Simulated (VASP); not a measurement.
# K (P6_3/mmc) in VASP: notebook

The runs below take K through single point, with r2SCAN.

Everything below comes from runs of VASP 6.6.1. Logs are shortened: lines on timing, memory, paths and dates and some standing lists are left out, and cuts for length are marked.

## Step 1: The cell of the first run

Symmetry: P6_3/mmc, No. 194, hexagonal system. Conventional cell: a = 4.889 Å, b = 4.889 Å, c = 7.984 Å, α = 90.00°, β = 90.00°, γ = 120.00°.

This isn't the form of K at room conditions, which is bcc.

## Step 2: Single point, r2SCAN (82.64 Å³/atom)

Contents of POSCAR:

```
K
1.0
    4.8890831460      0.0000000000      0.0000000000
   -2.4445415730      4.2340702056      0.0000000000
    0.0000000000      0.0000000000      7.9841788144
K
2
Direct
    0.3333333333      0.6666666667      0.2500000000
    0.6666666667      0.3333333333      0.7500000000
```

Contents of INCAR.step1:

```
PREC = Accurate
ENCUT = 520
ISMEAR = -1
SIGMA = 0.1
LREAL = False
LASPH = True
NELM = 100
NBANDS = 16
GGA = PE
ALGO = Normal
EDIFF = 1E-4
LWAVE = True
LCHARG = False
```

Contents of INCAR.step2:

```
PREC = Accurate
ENCUT = 520
EDIFF = 1E-6
ISMEAR = -1
SIGMA = 0.1
LREAL = False
LASPH = True
NELM = 100
ALGO = Normal
ISIF = 2
LWAVE = False
LCHARG = False
METAGGA = R2SCAN
LMIXTAU = True
NBANDS = 16
ISTART = 1
```

Contents of KPOINTS:

```
regular mesh
0
Gamma
  9 9 5
```

Potentials or basis: VASP PAW PBE potentials, release 64 (K_sv).

On the command line:

```bash
cat potpaw_PBE.64/K_sv/POTCAR > POTCAR
cp INCAR.step1 INCAR
mpirun -np 1 vasp_std > vasp.out
cp INCAR.step2 INCAR
mpirun -np 1 vasp_std > vasp.out
```

OUTCAR:

```text
PREC = Accurate
   ENCUT = 520
   EDIFF = 1E-6
   ISMEAR = -1
   LREAL = False
   LASPH = True
   NELM = 100
   ISIF = 2
   METAGGA = R2SCAN
   ISTART = 1

 ion  position               nearest neighbor table
   1  0.333  0.667  0.250-
   2  0.667  0.333  0.750-

  LATTYP: Found a hexagonal cell.
 ALAT       =     4.8890831460
 C/A-ratio  =     1.6330625960

  Lattice vectors:

 A1 = (   4.8890831460,   0.0000000000,   0.0000000000)
 A2 = (  -2.4445415730,   4.2340702056,   0.0000000000)
 A3 = (   0.0000000000,   0.0000000000,   7.9841788144)

Analysis of symmetry for initial positions (statically):
=====================================================================
 Subroutine PRICEL returns:
 Original cell was already a primitive cell.

 Routine SETGRP: Setting up the symmetry group for a
 hexagonal supercell.

 Subroutine GETGRP returns: Found 24 space group operations
 (whereof 12 operations were pure point group operations)
 out of a pool of 24 trial point group operations.

The static configuration has the point symmetry D_3d.
 The point group associated with its full space group is D_6h.

Analysis of symmetry for dynamics (positions and initial velocities):
=====================================================================
 Subroutine PRICEL returns:
 Original cell was already a primitive cell.

 Routine SETGRP: Setting up the symmetry group for a
 hexagonal supercell.

 Subroutine GETGRP returns: Found 24 space group operations
 (whereof 12 operations were pure point group operations)
 out of a pool of 24 trial point group operations.

The dynamic configuration has the point symmetry D_3d.
 The point group associated with its full space group is D_6h.

 Subroutine INISYM returns: Found 24 space group operations
 (whereof 12 operations are pure point group operations),
 and found     1 'primitive' translations

----------------------------------------------------------------------------------------

                                     Primitive cell

  volume of cell :     165.2783

  direct lattice vectors                    reciprocal lattice vectors
     4.889083146  0.000000000  0.000000000     0.204537327  0.118089681  0.000000000
    -2.444541573  4.234070206  0.000000000     0.000000000  0.236179362  0.000000000
     0.000000000  0.000000000  7.984178814     0.000000000  0.000000000  0.125247696

  length of vectors
     4.889083146  4.889083146  7.984178814     0.236179362  0.236179362  0.125247696

  position of ions in fractional coordinates (direct lattice)
     0.333333333  0.666666667  0.250000000
     0.666666667  0.333333333  0.750000000

  ion indices of the primitive-cell ions
   primitive index   ion index
                 1           1
                 2           2

----------------------------------------------------------------------------------------

 KPOINTS: regular mesh

Automatic generation of k-mesh.
 Grid dimensions read from file:
 generate k-points for:    9    9    5

 Generating k-lattice:

  Cartesian coordinates                     Fractional coordinates (reciprocal lattice)
     0.022726370  0.013121076  0.000000000     0.111111111  0.000000000  0.000000000
     0.000000000  0.026242151  0.000000000     0.000000000  0.111111111  0.000000000
     0.000000000  0.000000000  0.025049539     0.000000000  0.000000000  0.200000000

  Length of vectors
     0.026242151  0.026242151  0.025049539

  Shift w.r.t. Gamma in fractional coordinates (k-lattice)
     0.000000000  0.000000000  0.000000000

 Subroutine IBZKPT returns following result:
 ===========================================

 Found     36 irreducible k-points:

 Following reciprocal coordinates:
            Coordinates               Weight
  0.000000  0.000000  0.000000      1.000000
  0.111111 -0.000000  0.000000      6.000000
  0.222222 -0.000000  0.000000      6.000000
  0.333333 -0.000000  0.000000      6.000000
  0.444444 -0.000000  0.000000      6.000000
  0.111111  0.111111  0.000000      6.000000
[... 16 lines left out ...]
  0.333333  0.222222  0.200000     24.000000
  0.333333  0.333333  0.200000      4.000000
 [... further k-points ...]
   k-points           NKPTS =     36   k-points in BZ     NKDIM =     36   number of bands    NBANDS=     16
   number of dos      NEDOS =    301   number of ions     NIONS =      2
   total plane-waves  NPLWV =  77760
   dimension x,y,z NGX =    36 NGY =   36 NGZ =   60
   dimension x,y,z NGXF=    72 NGYF=   72 NGZF=  120
   ions per type =               2
   NGX,Y,Z   is equivalent  to a cutoff of  12.24, 12.24, 12.49 a.u.
   NGXF,Y,Z  is equivalent  to a cutoff of  24.48, 24.48, 24.99 a.u.
 SYSTEM =  unknown system
   PREC   = accura    normal or accurate (medium, high low for compatibility)
   ISTART =      1    job   : 0-new  1-cont  2-samecut
   ICHARG =      0    charge: 1-file 2-atom 10-const
   ISPIN  =      1    spin polarized calculation?
   LNONCOLLINEAR =      F non collinear calculations
   LSORBIT =      F    spin-orbit coupling
   LASPH  =      T    aspherical Exc in radial PAW
   ENCUT  =  520.0 eV  38.22 Ry    6.18 a.u.   9.09  9.09 14.85*2*pi/ulx,y,z
   NELM   =    100;   NELMIN=  2; NELMDL=  0     # of ELM steps
   EDIFF  = 0.1E-05   stopping-criterion for ELM
   LREAL  =      F    real-space projection
   EDIFFG = 0.1E-04   stopping-criterion for IOM
   NSW    =      0    number of steps for IOM
   IBRION =     -1    ionic relax: 0-MD 1-quasi-New 2-CG
   NFREE  =      0    steps in history (QN), initial steepest desc. (CG)
   ISIF   =      2    stress and relaxation
   ISYM   =      2    0-nonsym 1-usesym 2-fastsym
   POTIM  = 0.5000    time-step for ionic-motion
   TEBEG  =    0.0;   TEEND  =   0.0 temperature during run
   PSTRESS=    0.0 pullay stress
   NELECT =      18.0000    total number of electrons
   NUPDOWN=      -1.0000    fix difference up-down
   EMIN   =  10.00;   EMAX   =-10.00  energy-range for DOS
   EFERMI =   0.00;   METHOD = LEGACY
   ISMEAR =    -1;   SIGMA  =   0.10  broadening in eV -4-tet -1-fermi 0-gaus
   EFERMI_NEDOS =   21; number of points for ismear=-14 and -15
   IALGO  =     38    algorithm
   IMIX   =      4    mixing-type and parameters
     AMIX     =   0.40;   BMIX     =  1.00
     AMIX_MAG =   1.60;   BMIX_MAG =  1.00
  volume/ion in A,a.u.               =      82.64       557.68
  Fermi-wavevector in a.u.,A,eV,Ry     =   0.781797  1.477381  8.315961  0.611206
  Thomas-Fermi vector in A             =   1.885388
   LORBIT       =      0    0 simple, 1 ext, 2 COOP (PROOUT), +10 PAW based schemes
   METAGGA = R2SCAN    functional components
   LHFCALC =     F    Hartree Fock is set to
   AEXX    =    0.0000 exact exchange contribution
   IVDW    =     0    specifies the selected vdW correction
   LEPSILON=     F    determine dielectric tensor
   LRPA    =     F    only Hartree local field effects (RPA)
 non-spin polarized calculation
  energy-cutoff  :      520.00
  volume of cell :      165.28
 maximum number of plane-waves:      4470
   NGX = 19   NGY = 19   NGZ = 29

 number of electron      17.9999997 magnetization

 Free energy of the ion-electron system (eV)
  ---------------------------------------------------
  ext. energy  EPLUGINS =         0.00000000
  ---------------------------------------------------
  free energy    TOTEN  =       -12.04123568 eV

  energy without entropy =      -11.99364587  energy(sigma->0) =      -12.01744078

 E-fermi :  -0.2986     XC(G=0):  -5.6223

 val. band max:       -0.4000027754   @ k =   0.1111   0.1111   0.2000
 cond. band min:      -0.2944274181   @ k =   0.2222  -0.0000   0.2000
 fundamental gap:      0.1055753573
 Fermi energy:        -0.2985821037

 k-point     1 :       0.0000    0.0000    0.0000
  band No.  band energies     occupation
      1     -34.0375      2.00000
      2     -34.0353      2.00000
      3     -16.7600      2.00000
      4     -16.7217      2.00000
      5     -16.7217      2.00000
      6     -16.7154      2.00000
[... 8 lines left out ...]
     15       4.4915      0.00000
     16       4.4915      0.00000

 k-point     2 :       0.1111   -0.0000    0.0000
  band No.  band energies     occupation
      1     -34.0372      2.00000
      2     -34.0351      2.00000
      3     -16.7582      2.00000
      4     -16.7257      2.00000
      5     -16.7230      2.00000
      6     -16.7195      2.00000
[... 8 lines left out ...]
     15       4.4317      0.00000
     16       4.6145      0.00000

 k-point     3 :       0.2222   -0.0000    0.0000
  band No.  band energies     occupation
      1     -34.0366      2.00000
      2     -34.0349      2.00000
      3     -16.7534      2.00000
      4     -16.7358      2.00000
      5     -16.7297      2.00000
      6     -16.7261      2.00000
[... 8 lines left out ...]
     15       4.2559      0.00000
     16       4.4513      0.00000

 k-point     4 :       0.3333   -0.0000    0.0000
  band No.  band energies     occupation
      1     -34.0359      2.00000
      2     -34.0346      2.00000
      3     -16.7475      2.00000
      4     -16.7468      2.00000
      5     -16.7411      2.00000
      6     -16.7295      2.00000
[... 8 lines left out ...]
     15       4.1725      0.00000
     16       4.4549      0.00000

 k-point     5 :       0.4444   -0.0000    0.0000
  band No.  band energies     occupation
      1     -34.0353      2.00000
      2     -34.0345      2.00000
      3     -16.7552      2.00000
      4     -16.7483      2.00000
      5     -16.7411      2.00000
      6     -16.7317      2.00000
[... 8 lines left out ...]
     15       4.0219      0.00000
     16       4.6242      0.00000

 k-point     6 :       0.1111    0.1111    0.0000
  band No.  band energies     occupation
      1     -34.0368      2.00000
      2     -34.0349      2.00000
      3     -16.7549      2.00000
      4     -16.7317      2.00000
      5     -16.7287      2.00000
      6     -16.7234      2.00000
[... 8 lines left out ...]
     15       4.3780      0.00000
     16       4.3883      0.00000

 k-point     7 :       0.2222    0.1111    0.0000
  band No.  band energies     occupation
      1     -34.0361      2.00000
      2     -34.0347      2.00000
      3     -16.7491      2.00000
      4     -16.7417      2.00000
      5     -16.7379      2.00000
      6     -16.7282      2.00000
[... 8 lines left out ...]
     15       3.9693      0.00000
     16       4.4369      0.00000

 k-point     8 :       0.3333    0.1111    0.0000
  band No.  band energies     occupation
      1     -34.0355      2.00000
      2     -34.0345      2.00000
      3     -16.7512      2.00000
      4     -16.7453      2.00000
      5     -16.7427      2.00000
      6     -16.7325      2.00000
[... 8 lines left out ...]
     15       3.7430      0.00000
     16       4.2221      0.00000

 k-point     9 :       0.4444    0.1111    0.0000
  band No.  band energies     occupation
      1     -34.0352      2.00000
      2     -34.0345      2.00000
      3     -16.7550      2.00000
      4     -16.7481      2.00000
      5     -16.7391      2.00000
      6     -16.7342      2.00000
[... 8 lines left out ...]
     15       3.6673      0.00000
     16       4.0172      0.00000
[... 172 lines left out ...]
 k-point    19 :       0.2222    0.1111    0.2000
  band No.  band energies     occupation
      1     -34.0360      2.00000
      2     -34.0348      2.00000
      3     -16.7500      2.00000
      4     -16.7405      2.00000
      5     -16.7369      2.00000
      6     -16.7283      2.00000
[... 8 lines left out ...]
     15       3.8205      0.00000
     16       4.5239      0.00000

 k-point    20 :       0.3333    0.1111    0.2000
  band No.  band energies     occupation
      1     -34.0354      2.00000
      2     -34.0346      2.00000
      3     -16.7538      2.00000
      4     -16.7481      2.00000
      5     -16.7377      2.00000
      6     -16.7316      2.00000
[... 8 lines left out ...]
     15       3.6278      0.00000
     16       4.3748      0.00000

 k-point    21 :       0.4444    0.1111    0.2000
  band No.  band energies     occupation
      1     -34.0351      2.00000
      2     -34.0346      2.00000
      3     -16.7568      2.00000
      4     -16.7509      2.00000
      5     -16.7368      2.00000
      6     -16.7318      2.00000
[... 8 lines left out ...]
     15       3.5971      0.00000
     16       4.2273      0.00000

 k-point    22 :       0.2222    0.2222    0.2000
  band No.  band energies     occupation
      1     -34.0354      2.00000
      2     -34.0346      2.00000
      3     -16.7500      2.00000
      4     -16.7475      2.00000
      5     -16.7365      2.00000
      6     -16.7339      2.00000
[... 8 lines left out ...]
     15       3.0420      0.00000
     16       4.5419      0.00000

 k-point    23 :       0.3333    0.2222    0.2000
  band No.  band energies     occupation
      1     -34.0350      2.00000
      2     -34.0346      2.00000
      3     -16.7524      2.00000
      4     -16.7485      2.00000
      5     -16.7402      2.00000
      6     -16.7334      2.00000
[... 8 lines left out ...]
     15       3.1012      0.00000
     16       4.2079      0.00000

 k-point    24 :       0.3333    0.3333    0.2000
  band No.  band energies     occupation
      1     -34.0347      2.00000
      2     -34.0347      2.00000
      3     -16.7478      2.00000
      4     -16.7465      2.00000
      5     -16.7465      2.00000
      6     -16.7370      2.00000
[... 8 lines left out ...]
     15       3.2560      0.00000
     16       4.4054      0.00000

 [... further k-points ...]

------------------------ aborting loop because EDIFF is reached ----------------------------------------

  FORCE on cell =-STRESS in cart. coord.  units (eV):
  Direction    XX          YY          ZZ          XY          YZ          ZX
  --------------------------------------------------------------------------------------
  -------------------------------------------------------------------------------------
  Total       -0.2564067     -0.2564067     -0.2003777      0.0000000      0.0000000     -0.0000000
  in kB       -2.4855595     -2.4855595     -1.9424245      0.0000000      0.0000000     -0.0000000
  external PRESSURE =      -2.3045145 kB  Pullay stress =       0.0000000 kB

 VOLUME and BASIS-vectors are now :
 -----------------------------------------------------------------------------
  energy-cutoff  :      520.00
  volume of cell :      165.28
      direct lattice vectors                 reciprocal lattice vectors
     4.889083146  0.000000000  0.000000000     0.204537327  0.118089681  0.000000000
    -2.444541573  4.234070206  0.000000000     0.000000000  0.236179362  0.000000000
     0.000000000  0.000000000  7.984178814     0.000000000  0.000000000  0.125247696

 POSITION                                       TOTAL-FORCE (eV/Angst)
 -----------------------------------------------------------------------------------
     -0.00000      2.82271      1.99604        -0.000000      0.000000      0.000000
      2.44454      1.41136      5.98813         0.000000     -0.000000      0.000000
 -----------------------------------------------------------------------------------
    total drift:                                0.000000     -0.000000      0.000000

  FREE ENERGIE OF THE ION-ELECTRON SYSTEM (eV)
  ---------------------------------------------------
  free  energy   TOTEN  =       -12.0412356833 eV

  energy  without entropy=      -11.9936458679  energy(sigma->0) =      -12.01744078
```

Wall time 7.3 min (1 thread of Oxide Virtual Turin-like, shared host); peak memory 0.29 GiB.

What came out:

- Free energy: -12.0412 eV
- Pressure: -0.2 GPa
- Band gap on the k mesh: zero (bands 9 and 10 overlap by 2.20 eV)

Levels at points of the mesh, in eV from the Fermi level:
| k point | band 5 | band 6 | band 7 | band 8 | band 9 | band 10 | band 11 | band 12 | band 13 | band 14 |
| --- | --- | --- | --- | --- | --- | --- | --- | --- | --- | --- |
| (0.00, 0.00, 0.00) | -16.42 | -16.42 | -16.42 | -16.42 | -2.15 | 0.44 | 0.44 | 4.38 | 4.38 | 4.47 |

Caveat: the PAW data sets were made with another functional, which shifts forces and pressure a little.

(Part 1 of 2 ends here.)

The gap in the log of VASP goes by the Fermi energy; the results here count the filled bands.